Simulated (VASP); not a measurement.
The system is PtSe2.

```
Pt Se
1.0
     3.72865    0.00000    0.00000
    -1.86433    3.22911    0.00000
     0.00000    0.00000    5.27716
Pt Se
1 2
Direct
  0.00000 0.00000 0.00000
  0.33333 0.66667 0.24622
  0.66667 0.33333 0.75378
```

Base run:

| Property | Result |
| --- | --- |
| Program | VASP 6.6.1 |
| Functional | r2SCAN |
| Potentials or basis | VASP PAW PBE potentials, release 64 (Pt, Se) |
| Cutoff | 520 eV |
| k mesh | 12 × 12 × 6 |
| Occupations | fermi-dirac, width 0.02 eV |
| Spin | no spin polarisation |

Its results: band gap on the k mesh zero (bands 11 and 12 overlap by 0.05 eV); pressure 1.4 GPa; largest force 0.019 eV/Å.

Problem. The run is repeated on the same cell with these changes: functional from r2SCAN to PBE; further incar settings from ALGO = Normal; EDIFF = 1e-07; NBANDS = 18 to ALGO = Normal; EDIFF = 1e-06; NBANDS = 18. What comes out?

Solution. Band gap on the k mesh zero (bands 11 and 12 overlap by 0.16 eV); pressure 3.8 GPa; largest force 0.173 eV/Å.

Caveats: spin-orbit coupling is left out, which moves the levels of the heavy elements; the PAW data sets were made with another functional, which shifts forces and pressure a little (at least some runs); the cell stands under pressure (at least some runs).
